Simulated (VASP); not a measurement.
**NaH: single point with r2SCAN**

The system is NaH.

```
CELL_PARAMETERS angstrom
0.00000 2.39703 2.39703
2.39703 0.00000 2.39703
2.39703 2.39703 0.00000
ATOMIC_POSITIONS crystal
Na 0.00000 0.00000 0.00000
H 0.50000 0.50000 0.50000
```

| Property | Result |
| --- | --- |
| Program | VASP 6.6.1 |
| Task | single point |
| Functional | r2SCAN |
| Potentials or basis | VASP PAW PBE potentials, release 64 (Na_pv, H) |
| Cutoff | 520 eV |
| k mesh | 10 × 10 × 10 |
| Occupations | fermi-dirac, width 0.2 eV |
| Spin | no spin polarisation |

```yaml
Pressure: -0.3 GPa
Band_gap_on_the_k_mesh: 4.43 eV, indirect (least direct gap 5.26 eV)
```

Levels at points of the mesh, in eV from the valence-band top:
| k point | band 2 | band 3 | band 4 | band 5 | band 6 | band 7 |
| --- | --- | --- | --- | --- | --- | --- |
| (0.00, 0.00, 0.00) | -22.84 | -22.84 | -3.60 | 11.68 | 16.55 | 16.55 |
| (0.50, 0.00, 0.00) | -22.85 | -22.85 | -0.83 | 4.43 | 11.88 | 14.08 |
| (0.50, 0.50, 0.00) | -22.87 | -22.87 | -0.16 | 5.26 | 10.82 | 11.56 |

Wall time 71 s on 1 thread of Intel(R) Xeon(R) Platinum 8259CL CPU @ 2.50GHz (Skylake/Cascade Lake) (shared host), peak memory 0.16 GiB.

Caveat: the PAW data sets were made with another functional, which shifts forces and pressure a little. A k mesh can miss the band edges.
